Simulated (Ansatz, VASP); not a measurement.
WS: VASP beside Ansatz

File POSCAR:

```
WS
1.0
    3.0078900000      0.0000000000      0.0000000000
    0.0000000000      3.0078900000      0.0000000000
    0.0000000000      0.0000000000      3.0078900000
W S
1 1
Direct
    0.5000000000      0.5000000000      0.5000000000
    0.0000000000      0.0000000000      0.0000000000
```

INCAR.step1

```
SYSTEM = WS
ALGO = Normal
EDIFF = 1E-5
ENCUT = 520
GGA = PE
ISIF = 2
ISMEAR = -1
LASPH = .True.
LCHARG = .False.
LREAL = .False.
LWAVE = .True.
NBANDS = 17
NELM = 60
PREC = Accurate
SIGMA = 0.05
```

INCAR.step2

```
SYSTEM = WS
AEXX = 0.25
ALGO = Normal
EDIFF = 1E-7
ENCUT = 520
GGA = PE
ISIF = 2
ISMEAR = -1
ISTART = 1
LASPH = .True.
LCHARG = .False.
LHFCALC = .True.
LREAL = .False.
LWAVE = .False.
NBANDS = 17
NELM = 60
PREC = Accurate
PRECFOCK = Normal
SIGMA = 0.05
```

KPOINTS

```
k-points
0
Gamma
  5 5 5
  0 0 0
```

Contents of input.yaml:

```yaml
crystal:
  lattice:
    - [3.00789, 0.0, 0.0]
    - [0.0, 3.00789, 0.0]
    - [0.0, 0.0, 3.00789]
  atoms:
    - { symbol: W, position: [0.5, 0.5, 0.5] }
    - { symbol: S, position: [0.0, 0.0, 0.0] }
hamiltonian:
  xc: pbe0
  pseudopotentials: { kind: paw }
kpoints:
  mp_grid: { grid: [5, 5, 5] }
scf:
  occupations: { method: fermi_dirac, width: 0.05 }
  n_extra_bands: 6
output:
  forces: true
  stress: true
  eigenvalues: true
  dos: { projected: true, de: 0.05 }
```

Alike in both runs: functional PBE0; k mesh 5 × 5 × 5; occupations fermi-dirac, width 0.05 eV; no spin polarisation.

|  | VASP | Ansatz |
| --- | --- | --- |
| version | VASP 6.6.1 | Ansatz 0.2.0 |
| potentials or method | VASP PAW PBE potentials, release 64 (W_sv, S) | Ansatz PAW |
| plane-wave cutoff (eV) | 520 | 420 |
| valence electrons in the cell | 20 | 20 |
| task | single point | projected density of states |

Ansatz gave:

- gap on the k mesh at the Fermi level (eV): none
- pressure (GPa): -8.4

Q: Estimate VASP's values.

A: gap on the k mesh at the Fermi level (eV): none; pressure (GPa): -8.9.

A gap of «none» marks a metal or a gap that the smearing closes.

The k mesh is coarse, so the values compare programs but aren't converged. Neither program's run includes spin-orbit coupling.
